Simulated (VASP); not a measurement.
Wanted: the native input for a VASP 6.6.1 run.

```yaml
Task: single point
Functional: PBE
Potentials_or_basis: VASP PAW PBE potentials, release 64 (K_sv, Cd, C, O, F)
Cutoff: 600 eV
k_mesh: 6 × 6 × 6
Occupations: gaussian, width 0.02 eV
Spin: no spin polarisation
Dipole_correction: no
Further_INCAR_settings: ALGO = Normal; EDIFF = 1e-06; NBANDS = 34
```

The structure of KCdCO3F lies in POSCAR:

```
KCdCO3F
1.0
    5.1321119690      0.0000000000      0.0000000000
   -2.5660559845      4.4445393402      0.0000000000
    0.0000000000      0.0000000000      4.4893818595
K Cd C O F
1 1 1 3 1
Direct
    0.0000000000      0.0000000000      0.0000000000
    0.6666666667      0.3333333333      0.5000000000
    0.3333333333      0.6666666667      0.5000000000
    0.1878617684      0.3757235369      0.5000000000
    0.1878617684      0.8121382316      0.5000000000
    0.6242764631      0.8121382316      0.5000000000
    0.6666666667      0.3333333333      0.0000000000
```

The input as run:

INCAR

```
PREC     = Accurate       # precision mode
ENCUT    = 600            # plane-wave cutoff, eV
EDIFF    = 1E-6           # SCF threshold, eV
ISMEAR   = 0              # smearing method
SIGMA    = 0.02           # smearing width, eV
LREAL    = False          # projectors in reciprocal space
LASPH    = True           # aspherical terms in the spheres
NELM     = 120            # most SCF steps
ALGO     = Normal         # electronic algorithm
ISIF     = 2              # what is computed and relaxed
LWAVE    = False          # write WAVECAR
LCHARG   = False          # write CHGCAR
GGA      = PE             # functional
NBANDS   = 34             # bands
GGA_COMPAT= False
```

KPOINTS

```
regular mesh
0
Gamma
  6 6 6
```

Potentials or basis: VASP PAW PBE potentials, release 64 (K_sv, Cd, C, O, F).

Command:

```console
$ cat potpaw_PBE.64/K_sv/POTCAR potpaw_PBE.64/Cd/POTCAR potpaw_PBE.64/C/POTCAR potpaw_PBE.64/O/POTCAR potpaw_PBE.64/F/POTCAR > POTCAR
$ mpirun -np 1 vasp_std > vasp.out
```

Results of the run:

The pressure is 0.6 GPa, the largest force is 0.255 eV/Å and the band gap on the k mesh is 1.75 eV.

Run time: 2.2 min on 1 thread of Intel Xeon 8259CL (shared host), peak memory 0.32 GiB.
